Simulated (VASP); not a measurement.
NaH, 2 atoms in the cell. It takes space group R-3m (No. 166, trigonal). Conventional cell: a = 3.396 Å, b = 3.396 Å, c = 8.257 Å, α = 90.00°, β = 90.00°, γ = 120.00°. Na (site symmetry -3m) has 6 H at 2.40 Å within 3.2 Å. H (site symmetry -3m) has 6 Na at 2.40 Å within 3.2 Å.  This cell differs from its parent crystal: equal xy, yz and zx engineering shears of -0.5 %.

- Program: VASP 6.6.1
- Task: relaxation of the atoms
- Functional: PBEsol
- Potentials or basis: VASP PAW PBE potentials, release 64 (Na_pv, H)
- Cutoff: 520 eV
- k mesh: 8 × 8 × 8
- Occupations: gaussian, width 0.01 eV
- Spin: no spin polarisation
- Dipole correction: no
- Further INCAR settings: ALGO = Normal; EDIFF = 1e-06; IBRION = 2; EDIFFG = -0.002; NSW = 50

Potentials or basis: VASP PAW PBE potentials, release 64 (Na_pv, H).

The run is started by

```bash
$ cat potpaw_PBE.64/Na_pv/POTCAR potpaw_PBE.64/H/POTCAR > POTCAR
$ mpirun -np 1 vasp_std > vasp.out
```

Hardware: 1 thread of Intel Xeon 8259CL, on a shared host.

Q: Estimate the wall time of this run.

A: It took 19 s on 1 thread of Intel Xeon 8259CL (shared host), peak memory 0.16 GiB. Counts: scf iterations 11, k points 65, ion steps 1.
